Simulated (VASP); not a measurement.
A run of VASP 6.6.1 is set up as follows.

Contents of INCAR:

```
ALGO = Normal
EDIFF = 1E-6
ENCUT = 520
GGA = PE
ISIF = 2
ISMEAR = 0
LASPH = True
LCHARG = False
LREAL = Auto
LWAVE = False
NBANDS = 89
NELM = 80
PREC = Accurate
SIGMA = 0.02
```

The input KPOINTS:

```
Automatic mesh
0
Gamma
  2 2 2
  0.5 0.5 0.5
```

File POSCAR:

```
Si32O
1.0
   -5.4700937642      5.4700937642     -5.4700937642
    5.4700937642     -5.4700937642     -5.4700937642
   -5.4700937642     -5.4700937642      5.4700937642
Si O
32 1
Direct
    0.4994632849      0.0002102341      0.2516313356
    0.2551901412     -0.0001298881      0.4971650610
    0.0090253480     -0.0006262233      0.7364535552
    0.7505841174      0.7463497293      0.2551635420
    0.7556430800      0.0028144856      0.0463999359
    0.4956958906      0.7457504708      0.4933246332
    0.2493950851      0.7498914419      0.7505460010
   -0.0008053792      0.4981400900      0.2501612512
   -0.0003152597      0.7505642823      0.0011439475
    0.7502805577      0.5019797865      0.4994014029
    0.5002090673      0.5001506588      0.7508890482
    0.2477560821      0.2488042360      0.2500345623
    0.2512429511      0.5009970794      0.0026841405
    0.0075177870      0.2571330695      0.5160595269
    0.7490250033      0.2562672708      0.7417205582
    0.4997908844      0.2503905891      0.0010058328
    0.7505771705      0.2542025896      0.4960195596
    0.5002308220      0.2498544922      0.7499653894
    0.2477956610      0.2488665750     -0.0015690773
    0.0075511503      0.0002303434      0.4921870842
    0.0090195894      0.2595081659      0.2733022622
    0.7556749808      0.0027764606      0.7099153447
    0.4956245938     -0.0002199231      0.0030867844
    0.2493902406      0.7493212505      0.4995109075
    0.2511729340      0.0001084991      0.2492300971
   -0.0008035511      0.7508885911      0.7496724328
    0.7489920971      0.7426466849      0.0078305788
    0.4997777219      0.4992451899      0.4994418958
    0.4995094450      0.7491839586      0.2486023199
    0.2552046748      0.5051546864      0.7587177074
   -0.0002915855      0.4989792895     -0.0008077558
    0.7502879616      0.4982418250      0.2514649765
   -0.1989633171      0.0258266140     -0.0990304780
```

Potentials or basis: VASP PAW PBE potentials, release 64 (Si, O).

The run is started by

```bash
$ cat potpaw_PBE.64/Si/POTCAR potpaw_PBE.64/O/POTCAR > POTCAR
$ mpirun -np 1 vasp_std > vasp.out
```

Q: Predict the band gap on the k mesh.

A: 1.29 eV.

Q: Estimate the pressure.

A: 1.7 GPa.

Stress tensor (GPa, compression positive):
```
 1.69  1.11 -1.11
 1.11  1.71 -1.11
-1.11 -1.11  1.69
```
